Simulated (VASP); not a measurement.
Input of a VASP 6.6.1 run:

The input INCAR:

```
PREC = Accurate ; ENCUT = 520
EDIFF = 1E-6 ; ISMEAR = -1
SIGMA = 0.1 ; LREAL = False
LASPH = True ; NELM = 100
ALGO = Normal ; ISIF = 2
LWAVE = False ; LCHARG = False
GGA = B5 ; ALDAX = 1.0
AGGAX = 1.0 ; AGGAC = 1.0
ALDAC = 0.0 ; NBANDS = 10
```

Contents of KPOINTS:

```
regular mesh
0
Gamma
  10 10 10
```

File POSCAR:

```
Al
1.0
    0.0000000000      2.9506891215      2.9506891215
    2.9506891215      0.0000000000      2.9506891215
    2.9506891215      2.9506891215      0.0000000000
Al
2
Direct
    0.1250000000      0.1250000000      0.1250000000
    0.8750000000      0.8750000000      0.8750000000
```

Potentials or basis: VASP PAW PBE potentials, release 64 (Al).

Launch:

```bash
$ cat potpaw_PBE.64/Al/POTCAR > POTCAR
$ mpirun -np 1 vasp_std > vasp.out
```

Question: Predict the band gap on the k mesh.

Answer: Zero (band 3 reaches 5.87 eV, above the bottom of band 4 at 2.37 eV).

Question: What does it give for the pressure?

Answer: 5.2 GPa.

Caveat: the PAW data sets were made with another functional, which shifts forces and pressure a little.
